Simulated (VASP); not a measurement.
# KI (Fm-3m) in VASP: a series of runs

The runs below take KI through relaxation of cell and atoms, single point, with PBEsol.

Program: VASP 6.6.1. These are calculated values, not measurements. Logs are shortened: lines on timing, memory, paths and dates and some standing lists are left out, and cuts for length are marked.

## Step 1: The cell of the first run

It takes space group Fm-3m (No. 225, cubic). The conventional cell has a = 7.030 Å, b = 7.030 Å, c = 7.030 Å, α = 90.00°, β = 90.00°, γ = 90.00°. Within 4.6 Å of K (site symmetry m-3m) lie 6 I at 3.52 Å. I (site symmetry m-3m) has 6 K at 3.52 Å within 4.6 Å.

## Step 2: Relaxation of cell and atoms, PBEsol

The input, INCAR:

```
SYSTEM = KI
  ALGO = Normal
  EDIFF = 1E-6
  EDIFFG = -0.02
  ENCUT = 600
  GGA = PS
  IBRION = 2
  ISIF = 3
  ISMEAR = -1
  LASPH = .True.
  LCHARG = .False.
  LREAL = .False.
  LWAVE = .False.
  NELM = 80
  NSW = 80
  PREC = Accurate
  SIGMA = 0.02
```

The input, KPOINTS:

```
k-points
0
Gamma
  6 6 6
  0 0 0
```

The input, POSCAR:

```
KI
1.0
    0.0000000000      3.5150000000      3.5150000000
    3.5150000000      0.0000000000      3.5150000000
    3.5150000000      3.5150000000      0.0000000000
K I
1 1
Direct
    0.0000000000      0.0000000000      0.0000000000
    0.5000000000      0.5000000000      0.5000000000
```

Potentials or basis: VASP PAW PBE potentials, release 64 (K_sv, I).

Command:

```console
> cat potpaw_PBE.64/K_sv/POTCAR potpaw_PBE.64/I/POTCAR > POTCAR
> mpirun -np 1 vasp_std > vasp.out
```

OUTCAR:

```text
SYSTEM = KI
   EDIFF = 1E-6
   EDIFFG = -0.02
   ENCUT = 600
   GGA = PS
   IBRION = 2
   ISIF = 3
   ISMEAR = -1
   LASPH = .True.
   LREAL = .False.
   NELM = 80
   NSW = 80
   PREC = Accurate

 ion  position               nearest neighbor table
   1  0.000  0.000  0.000-   2 3.52   2 3.52   2 3.52   2 3.52   2 3.52   2 3.52
   2  0.500  0.500  0.500-   1 3.52   1 3.52   1 3.52   1 3.52   1 3.52   1 3.52

  LATTYP: Found a face centered cubic cell.
 ALAT       =     7.0300000000

  Lattice vectors:

 A1 = (   0.0000000000,   3.5150000000,   3.5150000000)
 A2 = (   3.5150000000,   0.0000000000,   3.5150000000)
 A3 = (   3.5150000000,   3.5150000000,   0.0000000000)

Analysis of symmetry for initial positions (statically):
=====================================================================
 Subroutine PRICEL returns:
 Original cell was already a primitive cell.

 Routine SETGRP: Setting up the symmetry group for a
 face centered cubic supercell.

 Subroutine GETGRP returns: Found 48 space group operations
 (whereof 48 operations were pure point group operations)
 out of a pool of 48 trial point group operations.

The static configuration has the point symmetry O_h .

Analysis of symmetry for dynamics (positions and initial velocities):
=====================================================================
 Subroutine PRICEL returns:
 Original cell was already a primitive cell.

 Routine SETGRP: Setting up the symmetry group for a
 face centered cubic supercell.

 Subroutine GETGRP returns: Found 48 space group operations
 (whereof 48 operations were pure point group operations)
 out of a pool of 48 trial point group operations.

The dynamic configuration has the point symmetry O_h .

 Subroutine INISYM returns: Found 48 space group operations
 (whereof 48 operations are pure point group operations),
 and found     1 'primitive' translations

----------------------------------------------------------------------------------------

                                     Primitive cell

  volume of cell :      86.8572

  direct lattice vectors                    reciprocal lattice vectors
     0.000000000  3.515000000  3.515000000    -0.142247511  0.142247511  0.142247511
     3.515000000  0.000000000  3.515000000     0.142247511 -0.142247511  0.142247511
     3.515000000  3.515000000  0.000000000     0.142247511  0.142247511 -0.142247511

  length of vectors
     4.970960672  4.970960672  4.970960672     0.246379916  0.246379916  0.246379916

[... 81 lines left out ...]
   PSTRESS=    0.0 pullay stress
   NELECT =      16.0000    total number of electrons
   NUPDOWN=      -1.0000    fix difference up-down
   EMIN   =  10.00;   EMAX   =-10.00  energy-range for DOS
   EFERMI =   0.00;   METHOD = LEGACY
   ISMEAR =    -1;   SIGMA  =   0.02  broadening in eV -4-tet -1-fermi 0-gaus
   EFERMI_NEDOS =   21; number of points for ismear=-14 and -15
   IALGO  =     38    algorithm
   IMIX   =      4    mixing-type and parameters
     AMIX     =   0.40;   BMIX     =  1.00
     AMIX_MAG =   1.60;   BMIX_MAG =  1.00
  volume/ion in A,a.u.               =      43.43       293.07
  Fermi-wavevector in a.u.,A,eV,Ry     =   0.931493  1.760266 11.805487  0.867679
  Thomas-Fermi vector in A             =   2.057992
   LORBIT       =      0    0 simple, 1 ext, 2 COOP (PROOUT), +10 PAW based schemes
   GGA     = PS    functional components
   LHFCALC =     F    Hartree Fock is set to
   AEXX    =    0.0000 exact exchange contribution
   IVDW    =     0    specifies the selected vdW correction
   LEPSILON=     F    determine dielectric tensor
   LRPA    =     F    only Hartree local field effects (RPA)
 conjugate gradient relaxation of ions
 non-spin polarized calculation
  energy-cutoff  :      600.00
  volume of cell :       86.86
 maximum number of plane-waves:      2914
   NGX = 19   NGY = 19   NGZ = 19

 number of electron      15.9999999 magnetization

 Free energy of the ion-electron system (eV)
  ---------------------------------------------------
  ext. energy  EPLUGINS =         0.00000000
  ---------------------------------------------------
  free energy    TOTEN  =        -5.81589151 eV

  energy without entropy =       -5.81589151  energy(sigma->0) =       -5.81589151

 E-fermi :  -0.0285     XC(G=0):  -7.4042

 val. band max:       -0.4302221100   @ k =   0.0000   0.0000   0.0000
 cond. band min:       3.4151650019   @ k =   0.0000   0.0000   0.0000
 fundamental gap:      3.8453871120
 Fermi energy:        -0.0285048695

 k-point     1 :       0.0000    0.0000    0.0000
  band No.  band energies     occupation
      1     -28.7312      2.00000
      2     -12.2860      2.00000
      3     -12.2860      2.00000
      4     -12.2860      2.00000
      5     -10.9908      2.00000
      6      -0.4302      2.00000
      7      -0.4302      2.00000
      8      -0.4302      2.00000
      9       3.4152      0.00000
     10       5.9893      0.00000
     11       5.9893      0.00000
     12       5.9893      0.00000
[... 211 lines left out ...]
 k-point    16 :      -0.3333    0.5000    0.1667
  band No.  band energies     occupation
      1     -28.7281      2.00000
      2     -12.3376      2.00000
      3     -12.3292      2.00000
      4     -12.3140      2.00000
      5     -10.7865      2.00000
      6      -1.3430      2.00000
      7      -1.0198      2.00000
      8      -1.0015      2.00000
      9       5.1209      0.00000
     10       5.9178      0.00000
     11       6.8988      0.00000
     12       7.8628      0.00000

------------------------ aborting loop because EDIFF is reached ----------------------------------------

  FORCE on cell =-STRESS in cart. coord.  units (eV):
  Direction    XX          YY          ZZ          XY          YZ          ZX
  --------------------------------------------------------------------------------------
  -------------------------------------------------------------------------------------
  Total       -0.0347872     -0.0347872     -0.0347872      0.0000000      0.0000000      0.0000000
  in kB       -0.6416881     -0.6416881     -0.6416881      0.0000000      0.0000000      0.0000000
  external PRESSURE =      -0.6416881 kB  Pullay stress =       0.0000000 kB

 VOLUME and BASIS-vectors are now :
 -----------------------------------------------------------------------------
  energy-cutoff  :      600.00
  volume of cell :       86.86
      direct lattice vectors                 reciprocal lattice vectors
     0.000000000  3.515000000  3.515000000    -0.142247511  0.142247511  0.142247511
     3.515000000  0.000000000  3.515000000     0.142247511 -0.142247511  0.142247511
     3.515000000  3.515000000  0.000000000     0.142247511  0.142247511 -0.142247511

 POSITION                                       TOTAL-FORCE (eV/Angst)
 -----------------------------------------------------------------------------------
      0.00000      0.00000      0.00000        -0.000000     -0.000000      0.000000
      3.51500      3.51500      3.51500         0.000000      0.000000      0.000000
 -----------------------------------------------------------------------------------
    total drift:                                0.000000     -0.000000     -0.000000

  FREE ENERGIE OF THE ION-ELECTRON SYSTEM (eV)
  ---------------------------------------------------
  free  energy   TOTEN  =        -5.8158915068 eV

  energy  without entropy=       -5.8158915067  energy(sigma->0) =       -5.81589151

 reached required accuracy - stopping structural energy minimisation
```

OSZICAR:

```text
N       E                     dE             d eps       ncg     rms          rms(c)
DAV:   1     0.103247234936E+03    0.10325E+03   -0.70947E+03   384   0.126E+03
DAV:   2     0.240517720197E+00   -0.10301E+03   -0.96690E+02   460   0.261E+02
DAV:   3    -0.560491323135E+01   -0.58454E+01   -0.58205E+01   496   0.591E+01
DAV:   4    -0.589839394501E+01   -0.29348E+00   -0.29318E+00   724   0.114E+01
DAV:   5    -0.589917084826E+01   -0.77690E-03   -0.77689E-03   480   0.654E-01    0.300E+00
DAV:   6    -0.581849307546E+01    0.80678E-01   -0.11186E-01   464   0.243E+00    0.216E+00
DAV:   7    -0.581160265181E+01    0.68904E-02   -0.12272E-01   464   0.219E+00    0.869E-01
DAV:   8    -0.581571410034E+01   -0.41114E-02   -0.15970E-02   476   0.109E+00    0.236E-01
DAV:   9    -0.581559559328E+01    0.11851E-03   -0.61998E-04   504   0.173E-01    0.982E-02
DAV:  10    -0.581589191691E+01   -0.29632E-03   -0.47870E-04   452   0.133E-01    0.865E-02
DAV:  11    -0.581589086162E+01    0.10553E-05   -0.54876E-05   464   0.475E-02    0.135E-02
DAV:  12    -0.581589150677E+01   -0.64515E-06   -0.41778E-06   488   0.208E-02
   1 F= -.58158915E+01 E0= -.58158915E+01  d E =-.581589E+01
```

Run time: 22 s. Hardware: 1 thread of Intel Xeon 6975P-C (Granite Rapids), shared host; peak memory 0.24 GiB.

Results:

| Item | Value |
| --- | --- |
| Free energy | -5.8159 eV |
| Pressure after relaxing | -0.1 GPa |
| Band gap on the k mesh | 3.85 eV, direct |

Final structure:
```
K I
1.0
     0.00000    3.51500    3.51500
     3.51500    0.00000    3.51500
     3.51500    3.51500    0.00000
K I
1 1
Cartesian
  0.0000 0.0000 0.0000
  3.5150 3.5150 3.5150
```

Caveat: the relaxation stopped at its first step, so nothing moved; the PAW data sets were made with another functional, which shifts forces and pressure a little; spin-orbit coupling is left out, which moves the levels of the heavy elements.

## Step 3: Single point, PBEsol

This run uses another cell than the first one, of 43.00 Å³/atom, 0.990 times its volume.

The input, INCAR:

```
ALGO = Normal ; EDIFF = 1E-6
ENCUT = 520 ; GGA = PS
ISIF = 2 ; ISMEAR = -1
LASPH = True ; LCHARG = True
LELF = True ; LREAL = False
LVHAR = True ; LWAVE = False
NBANDS = 15 ; NELM = 100
PREC = Accurate ; SIGMA = 0.02
```

The input, KPOINTS:

```
k-points
0
Gamma
  6 6 6
```

The input, POSCAR:

```
KI
1.0
    0.0000000000      3.5033933367      3.5033933367
    3.5033933367      0.0000000000      3.5033933367
    3.5033933367      3.5033933367      0.0000000000
K I
1 1
Direct
    0.0000000000      0.0000000000      0.0000000000
    0.5000000000      0.5000000000      0.5000000000
```

Potentials or basis: VASP PAW PBE potentials, release 64 (K_sv, I).

Command:

```console
> cat potpaw_PBE.64/K_sv/POTCAR potpaw_PBE.64/I/POTCAR > POTCAR
> mpirun -np 1 vasp_std > vasp.out
```

Wall time 36 s (1 thread of Intel Xeon Platinum 8375C at 2.90GHz (Ice Lake), shared host); peak memory 0.23 GiB.

The run converged. Its results:

```
Free energy            : -5.8160 eV
Pressure               : 0.0 GPa
Band gap on the k mesh : 3.87 eV, direct
```

Levels at points of the mesh, in eV from the valence-band top:
```tsv
k point	band 5	band 6	band 7	band 8	band 9	band 10	band 11	band 12
(0.00, 0.00, 0.00)	-10.58	0.00	0.00	0.00	3.87	6.41	6.41	6.41
(0.50, 0.00, 0.00)	-10.25	-1.41	-0.36	-0.36	5.41	7.68	8.11	8.11
(0.50, 0.50, 0.00)	-10.42	-1.06	-0.39	-0.39	4.78	5.73	8.10	8.75
```

Caveat: the PAW data sets were made with another functional, which shifts forces and pressure a little; spin-orbit coupling is left out, which moves the levels of the heavy elements. Expect the measured gap to be larger: semilocal functionals such as PBEsol lack the derivative discontinuity.

## Step 4: Relaxation of cell and atoms, PBEsol

This run uses another cell than the first one, of 43.00 Å³/atom, 0.990 times its volume.

The input, INCAR:

```
ALGO = Normal ; EDIFF = 1E-6
EDIFFG = -0.02 ; ENCUT = 600
GGA = PS ; IBRION = 2
ISIF = 3 ; ISMEAR = -1
LASPH = True ; LCHARG = False
LREAL = False ; LWAVE = False
NELM = 80 ; NSW = 80
PREC = Accurate ; SIGMA = 0.02
```

KPOINTS is that of step 3.

POSCAR is that of step 3.

Command:

```console
> cat potpaw_PBE.64/K_sv/POTCAR potpaw_PBE.64/I/POTCAR > POTCAR
> mpirun -np 1 vasp_std > vasp.out
```

It took 30 s on 1 thread of Intel Xeon Platinum 8375C at 2.90GHz (Ice Lake), shared host; peak memory 0.24 GiB.

It converged, with:

| Quantity | Value |
| --- | --- |
| Free energy | -5.8159 eV |
| Pressure after relaxing | 0.1 GPa |
| Band gap on the k mesh | 3.87 eV, direct |

Final structure:
```
CELL_PARAMETERS angstrom
0.00000 3.50339 3.50339
3.50339 0.00000 3.50339
3.50339 3.50339 0.00000
ATOMIC_POSITIONS crystal
K 0.00000 0.00000 0.00000
I 0.50000 0.50000 0.50000
```

Levels at points of the mesh, in eV from the valence-band top:
```tsv
k point	band 4	band 5	band 6	band 7	band 8	band 9	band 10	band 11	band 12
(0.00, 0.00, 0.00)	-11.84	-10.58	0.00	0.00	0.00	3.87	6.41	6.41	6.41
(0.50, 0.00, 0.00)	-11.84	-10.25	-1.41	-0.36	-0.36	5.41	7.68	8.11	8.11
(0.50, 0.50, 0.00)	-11.86	-10.42	-1.06	-0.39	-0.39	4.78	5.73	8.10	8.77
```

Caveat: the relaxation stopped at its first step, so nothing moved; the PAW data sets were made with another functional, which shifts forces and pressure a little; spin-orbit coupling is left out, which moves the levels of the heavy elements.

## Step 5: Summary

```csv
task,cell,cutoff (eV),gap on the mesh (eV),pressure (GPa)
relaxation of cell and atoms,"relaxed from a = 4.971 Å, angles 60.0°, 2 atoms",600,3.85,-0.1
single point,"a = 4.955 Å, angles 60.0°, 2 atoms",520,3.87,0.0
relaxation of cell and atoms,"relaxed from a = 4.955 Å, angles 60.0°, 2 atoms",600,3.87,0.1
```

Alike in all rows: level PBEsol; potentials or basis VASP PAW PBE potentials, release 64 (K_sv, I); no spin polarisation; k mesh 6 × 6 × 6; smearing fermi-dirac 0.02 eV.

Caveats: the PAW data sets were made with another functional, which shifts forces and pressure a little; spin-orbit coupling is left out, which moves the levels of the heavy elements; the relaxation stopped at its first step, so nothing moved (some runs).

Total energies depend on the potentials used, so only differences within one code and one set of settings carry meaning.
